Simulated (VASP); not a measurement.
# V in VASP: notebook

The runs below take V through single point, with PBE.

Everything below comes from runs of VASP 6.6.1. Logs are shortened: lines on timing, memory, paths and dates and some standing lists are left out, and cuts for length are marked.

## Step 1: The cell of the first run

The cell holds a slab with vacuum, 5 atoms: a = 4.239 Å, b = 4.239 Å, c = 19.461 Å, α = 90.00°, β = 90.00°, γ = 120.00°.

## Step 2: Single point, PBE

INCAR

```
  ALGO = Normal
  DIPOL = 0.5 0.5 0.500
  EDIFF = 1E-6
  ENCUT = 400
  GGA = PE
  GGA_COMPAT = F
  IDIPOL = 3
  ISIF = 2
  ISMEAR = -1
  LASPH = T
  LCHARG = F
  LDIPOL = T
  LREAL = F
  LWAVE = F
  NBANDS = 40
  NELM = 120
  NELMDL = -8
  PREC = Accurate
  SIGMA = 0.05
```

KPOINTS

```
k-points
0
Gamma
  9 9 1
```

POSCAR

```
V
1.0
    4.2385384045      0.0000000000      0.0000000000
   -2.1192692022      3.6706819332      0.0000000000
    0.0000000000      0.0000000000     19.4608000000
V
5
Direct
    0.8333333330      0.1666666670      0.4110840224
    0.1666666670      0.8333333330      0.4555420111
    0.5000000000      0.5000000000      0.5000000000
    0.8333333330      0.1666666670      0.5444579889
    0.1666666670      0.8333333330      0.5889159776
```

Potentials or basis: VASP PAW PBE potentials, release 64 (V_sv).

On the command line:

```console
$ cat potpaw_PBE.64/V_sv/POTCAR > POTCAR
$ mpirun -np 1 vasp_std > vasp.out
```

OUTCAR:

```text
EDIFF = 1E-6
   ENCUT = 400
   GGA = PE
   ISIF = 2
   ISMEAR = -1
   LASPH = T
   LREAL = F
   NELM = 120
   NELMDL = -8
   PREC = Accurate

 ion  position               nearest neighbor table
   1  0.833  0.167  0.411-   2 2.60   2 2.60   4 2.60   2 2.60
   2  0.167  0.833  0.456-   1 2.60   1 2.60   3 2.60   5 2.60   3 2.60   3 2.60   1 2.60
   3  0.500  0.500  0.500-   2 2.60   4 2.60   4 2.60   2 2.60   2 2.60   4 2.60
   4  0.833  0.167  0.544-   5 2.60   5 2.60   3 2.60   1 2.60   3 2.60   3 2.60   5 2.60
   5  0.167  0.833  0.589-   4 2.60   4 2.60   2 2.60   4 2.60

  LATTYP: Found a hexagonal cell.
 ALAT       =     4.2385384045
 C/A-ratio  =     4.5913940474

  Lattice vectors:

 A1 = (   4.2385384045,   0.0000000000,   0.0000000000)
 A2 = (  -2.1192692022,   3.6706819332,   0.0000000000)
 A3 = (   0.0000000000,   0.0000000000,  19.4608000000)

Analysis of symmetry for initial positions (statically):
=====================================================================
 Subroutine PRICEL returns:
 Original cell was already a primitive cell.

 Routine SETGRP: Setting up the symmetry group for a
 hexagonal supercell.

 Subroutine GETGRP returns: Found 12 space group operations
 (whereof  4 operations were pure point group operations)
 out of a pool of 24 trial point group operations.

The static configuration has the point symmetry C_2h.
 The point group associated with its full space group is D_3d.

Analysis of symmetry for dynamics (positions and initial velocities):
=====================================================================
 Subroutine PRICEL returns:
 Original cell was already a primitive cell.

 Routine SETGRP: Setting up the symmetry group for a
 hexagonal supercell.

 Subroutine GETGRP returns: Found 12 space group operations
 (whereof  4 operations were pure point group operations)
 out of a pool of 24 trial point group operations.

The dynamic configuration has the point symmetry C_2h.
 The point group associated with its full space group is D_3d.

 Subroutine INISYM returns: Found 12 space group operations
 (whereof  4 operations are pure point group operations),
 and found     1 'primitive' translations

----------------------------------------------------------------------------------------

                                     Primitive cell

  volume of cell :     302.7775

  direct lattice vectors                    reciprocal lattice vectors
     4.238538404  0.000000000  0.000000000     0.235930386  0.136214472  0.000000000
    -2.119269202  3.670681933  0.000000000     0.000000000  0.272428943  0.000000000
     0.000000000  0.000000000 19.460800000     0.000000000  0.000000000  0.051385349

  length of vectors
     4.238538404  4.238538404 19.460800000     0.272428943  0.272428943  0.051385349

  position of ions in fractional coordinates (direct lattice)
     0.833333333  0.166666667  0.411084022
     0.166666667  0.833333333  0.455542011
     0.500000000  0.500000000  0.500000000
     0.833333333  0.166666667  0.544457989
     0.166666667  0.833333333  0.588915978

  ion indices of the primitive-cell ions
   primitive index   ion index
                 1           1
                 2           2
                 3           3
                 4           4
                 5           5

----------------------------------------------------------------------------------------

 KPOINTS: k-points

Automatic generation of k-mesh.
 Grid dimensions read from file:
 generate k-points for:    9    9    1

 Generating k-lattice:

  Cartesian coordinates                     Fractional coordinates (reciprocal lattice)
     0.026214487  0.015134941  0.000000000     0.111111111  0.000000000  0.000000000
     0.000000000  0.030269883  0.000000000     0.000000000  0.111111111  0.000000000
     0.000000000  0.000000000  0.051385349     0.000000000  0.000000000  1.000000000

  Length of vectors
     0.030269883  0.030269883  0.051385349

  Shift w.r.t. Gamma in fractional coordinates (k-lattice)
     0.000000000  0.000000000  0.000000000

 Subroutine IBZKPT returns following result:
 ===========================================

 Found     12 irreducible k-points:

 Following reciprocal coordinates:
            Coordinates               Weight
  0.000000  0.000000  0.000000      1.000000
  0.111111  0.000000  0.000000      6.000000
  0.222222  0.000000  0.000000      6.000000
  0.333333  0.000000  0.000000      6.000000
  0.444444  0.000000  0.000000      6.000000
  0.111111  0.111111  0.000000      6.000000
  0.222222  0.111111  0.000000     12.000000
  0.333333  0.111111  0.000000     12.000000
  0.444444  0.111111  0.000000      6.000000
  0.222222  0.222222  0.000000      6.000000
  0.333333  0.222222  0.000000     12.000000
  0.333333  0.333333  0.000000      2.000000
   k-points           NKPTS =     12   k-points in BZ     NKDIM =     12   number of bands    NBANDS=     40
   number of dos      NEDOS =    301   number of ions     NIONS =      5
   total plane-waves  NPLWV = 100352
   dimension x,y,z NGX =    28 NGY =   28 NGZ =  128
   dimension x,y,z NGXF=    56 NGYF=   56 NGZF=  256
   ions per type =               5
   NGX,Y,Z   is equivalent  to a cutoff of  10.98, 10.98, 10.93 a.u.
   NGXF,Y,Z  is equivalent  to a cutoff of  21.96, 21.96, 21.87 a.u.
 SYSTEM =  unknown system
   PREC   = accura    normal or accurate (medium, high low for compatibility)
   ISTART =      0    job   : 0-new  1-cont  2-samecut
   ICHARG =      2    charge: 1-file 2-atom 10-const
   ISPIN  =      1    spin polarized calculation?
   LNONCOLLINEAR =      F non collinear calculations
   LSORBIT =      F    spin-orbit coupling
   LASPH  =      T    aspherical Exc in radial PAW
   ENCUT  =  400.0 eV  29.40 Ry    5.42 a.u.   6.91  6.91 31.74*2*pi/ulx,y,z
   NELM   =    120;   NELMIN=  2; NELMDL= -8     # of ELM steps
   EDIFF  = 0.1E-05   stopping-criterion for ELM
   LREAL  =      F    real-space projection
   EDIFFG = 0.1E-04   stopping-criterion for IOM
   NSW    =      0    number of steps for IOM
   IBRION =     -1    ionic relax: 0-MD 1-quasi-New 2-CG
   NFREE  =      0    steps in history (QN), initial steepest desc. (CG)
   ISIF   =      2    stress and relaxation
   ISYM   =      2    0-nonsym 1-usesym 2-fastsym
   POTIM  = 0.5000    time-step for ionic-motion
   TEBEG  =    0.0;   TEEND  =   0.0 temperature during run
   PSTRESS=    0.0 pullay stress
   NELECT =      65.0000    total number of electrons
   NUPDOWN=      -1.0000    fix difference up-down
   EMIN   =  10.00;   EMAX   =-10.00  energy-range for DOS
   EFERMI =   0.00;   METHOD = LEGACY
   ISMEAR =    -1;   SIGMA  =   0.05  broadening in eV -4-tet -1-fermi 0-gaus
   EFERMI_NEDOS =   21; number of points for ismear=-14 and -15
   IALGO  =     38    algorithm
   IMIX   =      4    mixing-type and parameters
     AMIX     =   0.40;   BMIX     =  1.00
     AMIX_MAG =   1.60;   BMIX_MAG =  1.00
  volume/ion in A,a.u.               =      60.56       408.65
  Fermi-wavevector in a.u.,A,eV,Ry     =   0.980253  1.852409 13.073778  0.960896
  Thomas-Fermi vector in A             =   2.111169
   LORBIT       =      0    0 simple, 1 ext, 2 COOP (PROOUT), +10 PAW based schemes
   GGA     = PE    functional components
   LHFCALC =     F    Hartree Fock is set to
   AEXX    =    0.0000 exact exchange contribution
   IVDW    =     0    specifies the selected vdW correction
   LEPSILON=     F    determine dielectric tensor
   LRPA    =     F    only Hartree local field effects (RPA)
 non-spin polarized calculation
  energy-cutoff  :      400.00
  volume of cell :      302.78
 maximum number of plane-waves:      5518
 NGX is ok and might be reduce to    28
   NGX = 13   NGY = 13   NGZ = 63

 number of electron      64.9999991 magnetization

 dipolmoment           0.000000      0.000000      0.000000 electrons x Angstroem

 Free energy of the ion-electron system (eV)
  ---------------------------------------------------
  ext. energy  EPLUGINS =         0.00000000
  ---------------------------------------------------
  free energy    TOTEN  =       -39.09368636 eV

  energy without entropy =      -39.00486787  energy(sigma->0) =      -39.04927712

 E-fermi :  -0.3848     XC(G=0):  -4.1506

 val. band max:       -0.4184115246   @ k =   0.1111   0.0000   0.0000
 cond. band min:      -0.3727822552   @ k =   0.1111   0.0000   0.0000
 fundamental gap:      0.0456292694
 Fermi energy:        -0.3848435875

 k-point     1 :       0.0000    0.0000    0.0000
  band No.  band energies     occupation
      1     -64.3851      2.00000
      2     -64.3573      2.00000
      3     -64.2895      2.00000
      4     -63.9786      2.00000
      5     -63.9661      2.00000
      6     -38.3997      2.00000
[... 32 lines left out ...]
     39       1.2072      0.00000
     40       1.2524      0.00000

 k-point     2 :       0.1111    0.0000    0.0000
  band No.  band energies     occupation
      1     -64.3821      2.00000
      2     -64.3567      2.00000
      3     -64.2894      2.00000
      4     -63.9801      2.00000
      5     -63.9690      2.00000
      6     -38.4052      2.00000
[... 32 lines left out ...]
     39       1.2417      0.00000
     40       1.2845      0.00000

 k-point     3 :       0.2222    0.0000    0.0000
  band No.  band energies     occupation
      1     -64.3742      2.00000
      2     -64.3551      2.00000
      3     -64.2886      2.00000
      4     -63.9837      2.00000
      5     -63.9764      2.00000
      6     -38.4315      2.00000
[... 337 lines left out ...]
  band No.  band energies     occupation
      1     -64.3564      2.00000
      2     -64.3530      2.00000
      3     -64.2835      2.00000
      4     -63.9940      2.00000
      5     -63.9919      2.00000
      6     -38.4738      2.00000
[... 32 lines left out ...]
     39       0.8758      0.00000
     40       1.0806      0.00000

 k-point    12 :       0.3333    0.3333    0.0000
  band No.  band energies     occupation
      1     -64.3539      2.00000
      2     -64.3539      2.00000
      3     -64.2825      2.00000
      4     -63.9942      2.00000
      5     -63.9942      2.00000
      6     -38.4714      2.00000
[... 32 lines left out ...]
     39       1.0090      0.00000
     40       1.0090      0.00000

------------------------ aborting loop because EDIFF is reached ----------------------------------------

 vacuum level on the upper side and lower side of the slab       (xc-potential included)        -0.181        -0.181

  FORCE on cell =-STRESS in cart. coord.  units (eV):
  Direction    XX          YY          ZZ          XY          YZ          ZX
  --------------------------------------------------------------------------------------
  -------------------------------------------------------------------------------------
  Total       -8.3968512     -8.3968512     -8.4121779     -0.0000000      0.0000000     -0.0000000
  in kB      -44.4327789    -44.4327789    -44.5138812     -0.0000000      0.0000000     -0.0000000
  external PRESSURE =     -44.4598130 kB  Pullay stress =       0.0000000 kB

 VOLUME and BASIS-vectors are now :
 -----------------------------------------------------------------------------
  energy-cutoff  :      400.00
  volume of cell :      302.78
      direct lattice vectors                 reciprocal lattice vectors
     4.238538404  0.000000000  0.000000000     0.235930386  0.136214472  0.000000000
    -2.119269202  3.670681933  0.000000000     0.000000000  0.272428943  0.000000000
     0.000000000  0.000000000 19.460800000     0.000000000  0.000000000  0.051385349

 POSITION                                       TOTAL-FORCE (eV/Angst)
 -----------------------------------------------------------------------------------
      3.17890      0.61178      8.00002         0.000000      0.000000      1.626544
     -1.05963      3.05890      8.86521         0.000000     -0.000000      1.206058
      1.05963      1.83534      9.73040        -0.000000      0.000000     -0.000000
      3.17890      0.61178     10.59559        -0.000000      0.000000     -1.206058
     -1.05963      3.05890     11.46078         0.000000      0.000000     -1.626544
 -----------------------------------------------------------------------------------
    total drift:                                0.000018     -0.000011      0.000004

  FREE ENERGIE OF THE ION-ELECTRON SYSTEM (eV)
  ---------------------------------------------------
  free  energy   TOTEN  =       -39.0936863576 eV

  energy  without entropy=      -39.0048678742  energy(sigma->0) =      -39.04927712

 vacuum level on the upper side and lower side of the slab         2.945         2.945
```

It took 2 min on 1 thread of Intel Xeon 6975P-C (Granite Rapids), shared host; peak memory 0.32 GiB.

Results:

```yaml
Free_energy: -39.0937 eV
Largest_force: 1.627 eV/Å
```

Forces in eV/Å, atoms in the order of the input:
```
V    0.000  0.000  1.627
V    0.000  0.000  1.206
V    0.000  0.000  0.000
V    0.000  0.000 -1.206
V    0.000  0.000 -1.627
```

Levels at points of the mesh, in eV from the Fermi level:
```
           k point  band 30  band 31  band 32  band 33  band 34  band 35
(0.00, 0.00, 0.00)    -0.73    -0.40    -0.40    -0.18    -0.09    -0.09
```

## Step 3: Single point, PBE

INCAR

```
SYSTEM = V
PREC = Accurate
ENCUT = 400
EDIFF = 1E-6
ISMEAR = -1
SIGMA = 0.05
LREAL = .False.
LASPH = .True.
NELM = 120
ALGO = Normal
ISIF = 2
LWAVE = .False.
LCHARG = .True.
LDIPOL = .True.
IDIPOL = 3
DIPOL = 0.5 0.5 0.500
GGA = PE
LELF = .True.
LVHAR = .True.
LVACPOTAV = .True.
NBANDS = 40
GGA_COMPAT = .False.
NELMDL = -8
```

KPOINTS

```
regular mesh
0
Gamma
  9 9 1
  0 0 0
```

POSCAR

```
V
1.0
    4.2385384045      0.0000000000      0.0000000000
   -2.1192692022      3.6706819332      0.0000000000
    0.0000000000      0.0000000000     19.4608000000
V
5
Direct
    0.8333333333      0.1666666667      0.4227790324
    0.1666666667      0.8333333333      0.4649175138
    0.5000000000      0.5000000000      0.5000000009
    0.8333333333      0.1666666667      0.5350824908
    0.1666666667      0.8333333333      0.5772209620
```

Potentials or basis: VASP PAW PBE potentials, release 64 (V_sv).

On the command line:

```console
$ cat potpaw_PBE.64/V_sv/POTCAR > POTCAR
$ mpirun -np 1 vasp_std > vasp.out
```

Run time: 2.7 min. Hardware: 1 thread of Intel Xeon 6975P-C (Granite Rapids), shared host; peak memory 0.31 GiB.

It converged, with:

```yaml
Free_energy: -39.8532 eV
Largest_force: 0.118 eV/Å
```

Forces on the atoms (eV/Å):
```
V    0.000  0.000 -0.118
V    0.000  0.000 -0.116
V    0.000  0.000  0.000
V    0.000  0.000  0.116
V    0.000  0.000  0.118
```

Levels at points of the mesh, in eV from the Fermi level:
```
           k point  band 31  band 32  band 33  band 34  band 35  band 36
(0.00, 0.00, 0.00)    -0.51    -0.46    -0.46     0.29     0.29     0.91
```

(Part 1 of 2 ends here.)
